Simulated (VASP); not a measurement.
Input of a VASP 6.6.1 run:

File POSCAR:

```
VH
1.0
    0.0000000000      2.0229276141      2.0229276141
    2.0229276141      0.0000000000      2.0229276141
    2.0229276141      2.0229276141      0.0000000000
V H
1 1
Direct
    0.0000000000      0.0000000000      0.0000000000
    0.2500000000      0.2500000000      0.2500000000
```

INCAR.step1

```
PREC = Accurate
ENCUT = 520
ISMEAR = 0
SIGMA = 0.1
LREAL = F
LASPH = T
NELM = 150
ISPIN = 2
MAGMOM = 0.19 0
LMAXMIX = 4
NBANDS = 18
GGA = PE
ALGO = Normal
EDIFF = 1E-4
LWAVE = T
LCHARG = F
```

File INCAR.step2:

```
PREC = Accurate
ENCUT = 520
EDIFF = 1E-6
ISMEAR = 0
SIGMA = 0.1
LREAL = F
LASPH = T
NELM = 150
ALGO = Normal
ISIF = 2
LWAVE = F
LCHARG = T
ISPIN = 2
MAGMOM = 0.19 0
LORBIT = 11
LMAXMIX = 4
METAGGA = R2SCAN
LMIXTAU = T
LELF = T
LVHAR = T
NBANDS = 18
ISTART = 1
```

File KPOINTS:

```
regular mesh
0
Gamma
  16 16 16
```

Potentials or basis: VASP PAW PBE potentials, release 64 (V_sv, H).

Launch:

```bash
$ cat potpaw_PBE.64/V_sv/POTCAR potpaw_PBE.64/H/POTCAR > POTCAR
$ cp INCAR.step1 INCAR
$ mpirun -np 1 vasp_std > vasp.out
$ cp INCAR.step2 INCAR
$ mpirun -np 1 vasp_std > vasp.out
```

**Question.** Predict the band gap on the k mesh.

**Answer.** Zero (filled and empty bands overlap).

**Question.** Predict the net moment.

**Answer.** 0.00 μB per cell.

**Question.** What does it give for the pressure?

**Answer.** 0.1 GPa.

Caveat: the cell differs from its parent crystal (atoms taken out, then relaxed in part); the PAW data sets were made with another functional, which shifts forces and pressure a little.
